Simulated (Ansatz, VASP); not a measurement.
Two plane-wave programs on TePb

File POSCAR:

```
TePb
1.0
    0.0000000000      3.1463250000      3.3883500000
    3.1463250000      0.0000000000      3.3883500000
    3.1463250000      3.1463250000      0.0000000000
Te Pb
1 1
Direct
    0.5000000000      0.5000000000      0.5000000000
    0.0000000000      0.0000000000      0.0000000000
```

Contents of INCAR.step1:

```
SYSTEM = TePb
PREC = Accurate
ENCUT = 520
ISMEAR = 0
SIGMA = 0.05
LREAL = .False.
LASPH = .True.
NELM = 80
NBANDS = 17
GGA = PE
ALGO = Normal
EDIFF = 1E-4
LWAVE = .True.
LCHARG = .False.
```

INCAR.step2

```
SYSTEM = TePb
PREC = Accurate
ENCUT = 520
EDIFF = 1E-6
ISMEAR = 0
SIGMA = 0.05
LREAL = .False.
LASPH = .True.
NELM = 80
ALGO = Normal
ISIF = 2
LWAVE = .False.
LCHARG = .False.
METAGGA = R2SCAN
LMIXTAU = .True.
NBANDS = 17
ISTART = 1
```

File KPOINTS:

```
Automatic mesh
0
Gamma
  8 8 8
  0 0 0
```

Input for Ansatz:

```yaml
crystal:
  lattice:
    - [0.0, 3.146325, 3.38835]
    - [3.146325, 0.0, 3.38835]
    - [3.146325, 3.146325, 0.0]
  atoms:
    - { symbol: Te, position: [0.5, 0.5, 0.5] }
    - { symbol: Pb, position: [0.0, 0.0, 0.0] }
basis:
  ecutwfc: 500
kpoints:
  mp_grid: { grid: [8, 8, 8] }
hamiltonian:
  xc: r2scan
scf:
  occupations: { method: gaussian, width: 0.05 }
output:
  forces: true
  stress: true
  eigenvalues: true
```

Change from the starting cell: strain -0.025 along x and y, +0.050 along z, atoms carried along.

Alike in both runs: task single point; functional r2SCAN; k mesh 8 × 8 × 8; occupations gaussian, width 0.05 eV; no spin polarisation.

|  | VASP | Ansatz |
| --- | --- | --- |
| version | VASP 6.6.1 | Ansatz 0.2.0 |
| potentials or method | VASP PAW PBE potentials, release 64 (Te, Pb_d), cutoff 520 eV | scalar-relativistic, plane waves, PAW |
| valence electrons in the cell | 20 | 30 |

```tsv
	VASP	Ansatz	Ansatz less VASP
gap on the k mesh at the Fermi level (eV)	0.71	0.71	-0.002
least direct gap on the mesh (eV)	0.71	0.71	-0.002
pressure (GPa)	2.6	2.6	0.00
traceless stress, the component that is largest in VASP (GPa)	-5.57	-5.55	+0.015
```

VASP's potentials were made for PBE, not for r2SCAN. VASP's potentials hold 20 valence electrons a cell and Ansatz's 30, so a difference there can come from the potentials and not from the codes.

Spin-orbit coupling is off throughout.
